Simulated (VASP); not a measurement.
# GaN (Fm-3m) in VASP: further runs

Runs on GaN. Level: r2SCAN. Tasks: single point.

Program: VASP 6.6.1. These are calculated values, not measurements. Logs are shortened: lines on timing, memory, paths and dates and some standing lists are left out, and cuts for length are marked.

## 1. The cell of the first run

Symmetry: Fm-3m, No. 225, cubic system. The conventional cell has a = 4.232 Å, b = 4.232 Å, c = 4.232 Å, α = 90.00°, β = 90.00°, γ = 90.00°. Ga (site symmetry m-3m) has 6 N at 2.12 Å within 2.8 Å. N (site symmetry m-3m) has 6 Ga at 2.12 Å within 2.8 Å.

## 2. Single point, r2SCAN

POSCAR reads:

```
GaN
1.0
    0.0000000000      2.1160838787      2.1160838787
    2.1160838787      0.0000000000      2.1160838787
    2.1160838787      2.1160838787      0.0000000000
Ga N
1 1
Direct
    0.0000000000      0.0000000000      0.0000000000
    0.5000000000      0.5000000000      0.5000000000
```

INCAR.step1 reads:

```
SYSTEM = GaN
  PREC = Accurate
  ENCUT = 520
  ISMEAR = 0
  SIGMA = 0.01
  LREAL = .False.
  LASPH = .True.
  NELM = 60
  NBANDS = 16
  GGA = PE
  ALGO = Normal
  EDIFF = 1E-4
  LWAVE = .True.
  LCHARG = .False.
```

INCAR.step2 reads:

```
SYSTEM = GaN
  PREC = Accurate
  ENCUT = 520
  EDIFF = 1E-6
  ISMEAR = 0
  SIGMA = 0.01
  LREAL = .False.
  LASPH = .True.
  NELM = 60
  ALGO = Normal
  ISIF = 2
  LWAVE = .False.
  LCHARG = .True.
  METAGGA = R2SCAN
  LMIXTAU = .True.
  LELF = .True.
  LVHAR = .True.
  NBANDS = 16
  ISTART = 1
```

KPOINTS reads:

```
Automatic mesh
0
Gamma
  8 8 8
  0 0 0
```

Potentials or basis: VASP PAW PBE potentials, release 64 (Ga_d, N).

On the command line:

```console
$ cat potpaw_PBE.64/Ga_d/POTCAR potpaw_PBE.64/N/POTCAR > POTCAR
$ cp INCAR.step1 INCAR
$ mpirun -np 1 vasp_std > vasp.out
$ cp INCAR.step2 INCAR
$ mpirun -np 1 vasp_std > vasp.out
```

OUTCAR:

```text
SYSTEM = GaN
   PREC = Accurate
   ENCUT = 520
   EDIFF = 1E-6
   ISMEAR = 0
   LREAL = .False.
   LASPH = .True.
   NELM = 60
   ISIF = 2
   METAGGA = R2SCAN
   ISTART = 1

 ion  position               nearest neighbor table
   1  0.000  0.000  0.000-   2 2.12   2 2.12   2 2.12   2 2.12   2 2.12   2 2.12
   2  0.500  0.500  0.500-   1 2.12   1 2.12   1 2.12   1 2.12   1 2.12   1 2.12

  LATTYP: Found a face centered cubic cell.
 ALAT       =     4.2321677574

  Lattice vectors:

 A1 = (   0.0000000000,   2.1160838787,   2.1160838787)
 A2 = (   2.1160838787,   0.0000000000,   2.1160838787)
 A3 = (   2.1160838787,   2.1160838787,   0.0000000000)

Analysis of symmetry for initial positions (statically):
=====================================================================
 Subroutine PRICEL returns:
 Original cell was already a primitive cell.

 Routine SETGRP: Setting up the symmetry group for a
 face centered cubic supercell.

 Subroutine GETGRP returns: Found 48 space group operations
 (whereof 48 operations were pure point group operations)
 out of a pool of 48 trial point group operations.

The static configuration has the point symmetry O_h .

Analysis of symmetry for dynamics (positions and initial velocities):
=====================================================================
 Subroutine PRICEL returns:
 Original cell was already a primitive cell.

 Routine SETGRP: Setting up the symmetry group for a
 face centered cubic supercell.

 Subroutine GETGRP returns: Found 48 space group operations
 (whereof 48 operations were pure point group operations)
 out of a pool of 48 trial point group operations.

The dynamic configuration has the point symmetry O_h .

 Subroutine INISYM returns: Found 48 space group operations
 (whereof 48 operations are pure point group operations),
 and found     1 'primitive' translations

----------------------------------------------------------------------------------------

                                     Primitive cell

  volume of cell :      18.9508

  direct lattice vectors                    reciprocal lattice vectors
     0.000000000  2.116083879  2.116083879    -0.236285530  0.236285530  0.236285530
     2.116083879  0.000000000  2.116083879     0.236285530 -0.236285530  0.236285530
     2.116083879  2.116083879  0.000000000     0.236285530  0.236285530 -0.236285530

  length of vectors
     2.992594520  2.992594520  2.992594520     0.409258542  0.409258542  0.409258542

  position of ions in fractional coordinates (direct lattice)
     0.000000000  0.000000000  0.000000000
     0.500000000  0.500000000  0.500000000

  ion indices of the primitive-cell ions
   primitive index   ion index
                 1           1
                 2           2

----------------------------------------------------------------------------------------

 KPOINTS: Automatic mesh

Automatic generation of k-mesh.
 Grid dimensions read from file:
 generate k-points for:    8    8    8

 Generating k-lattice:

  Cartesian coordinates                     Fractional coordinates (reciprocal lattice)
    -0.029535691  0.029535691  0.029535691     0.125000000  0.000000000  0.000000000
     0.029535691 -0.029535691  0.029535691     0.000000000  0.125000000  0.000000000
     0.029535691  0.029535691 -0.029535691     0.000000000  0.000000000  0.125000000

  Length of vectors
     0.051157318  0.051157318  0.051157318

  Shift w.r.t. Gamma in fractional coordinates (k-lattice)
     0.000000000  0.000000000  0.000000000

 Subroutine IBZKPT returns following result:
 ===========================================

 Found     29 irreducible k-points:

 Following reciprocal coordinates:
            Coordinates               Weight
  0.000000  0.000000  0.000000      1.000000
  0.125000  0.000000  0.000000      8.000000
  0.250000  0.000000  0.000000      8.000000
  0.375000  0.000000  0.000000      8.000000
  0.500000  0.000000  0.000000      4.000000
  0.125000  0.125000  0.000000      6.000000
[... 16 lines left out ...]
  0.500000  0.250000  0.125000     48.000000
 -0.375000  0.250000  0.125000     24.000000
 [... further k-points ...]
   k-points           NKPTS =     29   k-points in BZ     NKDIM =     29   number of bands    NBANDS=     16
   number of dos      NEDOS =    301   number of ions     NIONS =      2
   total plane-waves  NPLWV =  13824
   dimension x,y,z NGX =    24 NGY =   24 NGZ =   24
   dimension x,y,z NGXF=    48 NGYF=   48 NGZF=   48
   ions per type =               1   1
   NGX,Y,Z   is equivalent  to a cutoff of  13.33, 13.33, 13.33 a.u.
   NGXF,Y,Z  is equivalent  to a cutoff of  26.67, 26.67, 26.67 a.u.
 SYSTEM =  GaN
   PREC   = accura    normal or accurate (medium, high low for compatibility)
   ISTART =      1    job   : 0-new  1-cont  2-samecut
   ICHARG =      0    charge: 1-file 2-atom 10-const
   ISPIN  =      1    spin polarized calculation?
   LNONCOLLINEAR =      F non collinear calculations
   LSORBIT =      F    spin-orbit coupling
   LASPH  =      T    aspherical Exc in radial PAW
   ENCUT  =  520.0 eV  38.22 Ry    6.18 a.u.   5.56  5.56  5.56*2*pi/ulx,y,z
   NELM   =     60;   NELMIN=  2; NELMDL=  0     # of ELM steps
   EDIFF  = 0.1E-05   stopping-criterion for ELM
   LREAL  =      F    real-space projection
   EDIFFG = 0.1E-04   stopping-criterion for IOM
   NSW    =      0    number of steps for IOM
   IBRION =     -1    ionic relax: 0-MD 1-quasi-New 2-CG
   NFREE  =      0    steps in history (QN), initial steepest desc. (CG)
   ISIF   =      2    stress and relaxation
   ISYM   =      2    0-nonsym 1-usesym 2-fastsym
   POTIM  = 0.5000    time-step for ionic-motion
   TEBEG  =    0.0;   TEEND  =   0.0 temperature during run
   PSTRESS=    0.0 pullay stress
   NELECT =      18.0000    total number of electrons
   NUPDOWN=      -1.0000    fix difference up-down
   EMIN   =  10.00;   EMAX   =-10.00  energy-range for DOS
   EFERMI =   0.00;   METHOD = LEGACY
   ISMEAR =     0;   SIGMA  =   0.01  broadening in eV -4-tet -1-fermi 0-gaus
   EFERMI_NEDOS =   21; number of points for ismear=-14 and -15
   IALGO  =     38    algorithm
   IMIX   =      4    mixing-type and parameters
     AMIX     =   0.40;   BMIX     =  1.00
     AMIX_MAG =   1.60;   BMIX_MAG =  1.00
  volume/ion in A,a.u.               =       9.48        63.94
  Fermi-wavevector in a.u.,A,eV,Ry     =   1.609247  3.041036 35.234693  2.589677
  Thomas-Fermi vector in A             =   2.704988
   LORBIT       =      0    0 simple, 1 ext, 2 COOP (PROOUT), +10 PAW based schemes
   METAGGA = R2SCAN    functional components
   LHFCALC =     F    Hartree Fock is set to
   AEXX    =    0.0000 exact exchange contribution
   IVDW    =     0    specifies the selected vdW correction
   LEPSILON=     F    determine dielectric tensor
   LRPA    =     F    only Hartree local field effects (RPA)
 non-spin polarized calculation
 Gauss-broadening in eV      SIGMA  =   0.01
  energy-cutoff  :      520.00
  volume of cell :       18.95
 maximum number of plane-waves:       531
 NGX is ok and might be reduce to    24
   NGX = 11   NGY = 11   NGZ = 11

 number of electron      18.0000009 magnetization

 Free energy of the ion-electron system (eV)
  ---------------------------------------------------
  ext. energy  EPLUGINS =         0.00000000
  ---------------------------------------------------
  free energy    TOTEN  =       -20.97513837 eV

  energy without entropy =      -20.97513837  energy(sigma->0) =      -20.97513837

 E-fermi :   7.7533     XC(G=0): -14.1496

 val. band max:        7.5935495761   @ k =  -0.2500   0.1250   0.0000
 cond. band min:       8.6891491403   @ k =   0.5000   0.5000   0.0000
 fundamental gap:      1.0955995642
 Fermi energy:         7.7533218002

 k-point     1 :       0.0000    0.0000    0.0000
  band No.  band energies     occupation
      1     -10.4140      2.00000
      2      -6.7795      2.00000
      3      -6.7795      2.00000
      4      -6.7795      2.00000
      5      -6.7121      2.00000
      6      -6.7121      2.00000
[... 8 lines left out ...]
     15      24.4689      0.00000
     16      24.4689      0.00000

 k-point     2 :       0.1250    0.0000    0.0000
  band No.  band energies     occupation
      1     -10.1106      2.00000
      2      -6.7909      2.00000
      3      -6.7753      2.00000
      4      -6.7753      2.00000
      5      -6.7230      2.00000
      6      -6.7230      2.00000
[... 8 lines left out ...]
     15      24.5616      0.00000
     16      24.5617      0.00000

 k-point     3 :       0.2500    0.0000    0.0000
  band No.  band energies     occupation
      1      -9.2567      2.00000
      2      -6.8483      2.00000
      3      -6.8483      2.00000
      4      -6.8212      2.00000
      5      -6.6649      2.00000
      6      -6.6648      2.00000
[... 8 lines left out ...]
     15      26.2935      0.00000
     16      26.2936      0.00000

 k-point     4 :       0.3750    0.0000    0.0000
  band No.  band energies     occupation
      1      -8.0944      2.00000
      2      -6.9321      2.00000
      3      -6.9320      2.00000
      4      -6.8732      2.00000
      5      -6.5941      2.00000
      6      -6.5940      2.00000
[... 8 lines left out ...]
     15      29.1347      0.00000
     16      29.1349      0.00000
[... 324 lines left out ...]
 k-point    22 :       0.3750    0.2500    0.1250
  band No.  band energies     occupation
      1      -8.8284      2.00000
      2      -6.8418      2.00000
      3      -6.8026      2.00000
      4      -6.7613      2.00000
      5      -6.6582      2.00000
      6      -6.4435      2.00000
[... 8 lines left out ...]
     15      29.8969      0.00000
     16      30.2663      0.00000

 k-point    23 :       0.5000    0.2500    0.1250
  band No.  band energies     occupation
      1      -8.3099      2.00000
      2      -6.8709      2.00000
      3      -6.8249      2.00000
      4      -6.7435      2.00000
      5      -6.5883      2.00000
      6      -5.8921      2.00000
[... 8 lines left out ...]
     15      29.9352      0.00000
     16      31.3871      0.00000

 k-point    24 :      -0.3750    0.2500    0.1250
  band No.  band energies     occupation
      1      -8.1406      2.00000
      2      -6.9027      2.00000
      3      -6.8254      2.00000
      4      -6.7327      2.00000
      5      -6.5579      2.00000
      6      -5.4285      2.00000
[... 8 lines left out ...]
     15      27.5237      0.00000
     16      32.3393      0.00000

 [... further k-points ...]

------------------------ aborting loop because EDIFF is reached ----------------------------------------

  FORCE on cell =-STRESS in cart. coord.  units (eV):
  Direction    XX          YY          ZZ          XY          YZ          ZX
  --------------------------------------------------------------------------------------
  -------------------------------------------------------------------------------------
  Total       -0.1576958     -0.1576958     -0.1576958      0.0000000      0.0000000     -0.0000000
  in kB      -13.3322121    -13.3322121    -13.3322121      0.0000000      0.0000000     -0.0000000
  external PRESSURE =     -13.3322121 kB  Pullay stress =       0.0000000 kB

 VOLUME and BASIS-vectors are now :
 -----------------------------------------------------------------------------
  energy-cutoff  :      520.00
  volume of cell :       18.95
      direct lattice vectors                 reciprocal lattice vectors
     0.000000000  2.116083879  2.116083879    -0.236285530  0.236285530  0.236285530
     2.116083879  0.000000000  2.116083879     0.236285530 -0.236285530  0.236285530
     2.116083879  2.116083879  0.000000000     0.236285530  0.236285530 -0.236285530

 POSITION                                       TOTAL-FORCE (eV/Angst)
 -----------------------------------------------------------------------------------
      0.00000      0.00000      0.00000         0.000000     -0.000000      0.000000
      2.11608      2.11608      2.11608        -0.000000      0.000000     -0.000000
 -----------------------------------------------------------------------------------
    total drift:                                0.000000     -0.000000     -0.000000

  FREE ENERGIE OF THE ION-ELECTRON SYSTEM (eV)
  ---------------------------------------------------
  free  energy   TOTEN  =       -20.9751383742 eV

  energy  without entropy=      -20.9751383742  energy(sigma->0) =      -20.97513837
```

It took 15 s on 1 thread of Intel Xeon 6975P-C (Granite Rapids), shared host; peak memory 0.14 GiB.

What came out:

```yaml
Free_energy: -20.9751 eV
Pressure: -1.3 GPa
Band_gap_on_the_k_mesh: 1.10 eV, indirect (least direct gap 3.27 eV)
```

Caveat: the PAW data sets were made with another functional, which shifts forces and pressure a little.

## 3. Single point, r2SCAN

This run uses another cell than the first one, of 9.99 Å³/atom, 1.055 times its volume.

POSCAR reads:

```
GaN
1.0
    0.0000000000      2.1540486126      2.1540486126
    2.1540486126      0.0000000000      2.1540486126
    2.1540486126      2.1540486126      0.0000000000
Ga N
1 1
Direct
    0.0000000000      0.0000000000      0.0000000000
    0.5000000000      0.5000000000      0.5000000000
```

INCAR.step1 reads:

```
PREC     = Accurate       # precision mode
ENCUT    = 520            # plane-wave cutoff, eV
ISMEAR   = 0              # smearing method
SIGMA    = 0.01           # smearing width, eV
LREAL    = F              # projectors in reciprocal space
LASPH    = T              # aspherical terms in the spheres
NELM     = 60             # most SCF steps
NBANDS   = 16             # bands
GGA      = PE             # functional
ALGO     = Normal         # electronic algorithm
EDIFF    = 1E-4           # SCF threshold, eV
LWAVE    = T              # write WAVECAR
LCHARG   = F              # write CHGCAR
```

INCAR.step2 reads:

```
PREC     = Accurate       # precision mode
ENCUT    = 520            # plane-wave cutoff, eV
EDIFF    = 1E-6           # SCF threshold, eV
ISMEAR   = 0              # smearing method
SIGMA    = 0.01           # smearing width, eV
LREAL    = F              # projectors in reciprocal space
LASPH    = T              # aspherical terms in the spheres
NELM     = 60             # most SCF steps
ALGO     = Normal         # electronic algorithm
ISIF     = 2              # what is computed and relaxed
LWAVE    = F              # write WAVECAR
LCHARG   = F              # write CHGCAR
METAGGA  = R2SCAN         # meta-GGA
LMIXTAU  = T            
NBANDS   = 16             # bands
ISTART   = 1
```

KPOINTS reads:

```
Automatic mesh
0
Gamma
  8 8 8
```

Potentials or basis: VASP PAW PBE potentials, release 64 (Ga_d, N).

On the command line:

```console
$ cat potpaw_PBE.64/Ga_d/POTCAR potpaw_PBE.64/N/POTCAR > POTCAR
$ cp INCAR.step1 INCAR
$ mpirun -np 1 vasp_std > vasp.out
$ cp INCAR.step2 INCAR
$ mpirun -np 1 vasp_std > vasp.out
```

Wall time 15 s (1 thread of Intel Xeon 6975P-C (Granite Rapids), shared host); peak memory 0.14 GiB.

It converged, with:

```yaml
Free_energy: -20.9281 eV
Pressure: -12.8 GPa
Band_gap_on_the_k_mesh: 0.74 eV, indirect (least direct gap 2.58 eV)
```

Levels at points of the mesh, in eV from the valence-band top:
```csv
k point,band 6,band 7,band 8,band 9,band 10,band 11,band 12,band 13
"(0.00, 0.00, 0.00)",-14.36,-0.45,-0.45,-0.45,2.14,15.13,15.13,15.13
"(0.50, 0.00, 0.00)",-14.23,-8.03,-0.16,-0.16,5.12,9.47,9.47,9.55
"(0.50, 0.50, 0.00)",-11.69,-6.77,-2.89,-2.89,0.74,8.44,12.46,14.90
```

Caveat: the PAW data sets were made with another functional, which shifts forces and pressure a little. r2SCAN opens gaps a little over a GGA but as a rule still falls short of measured ones.
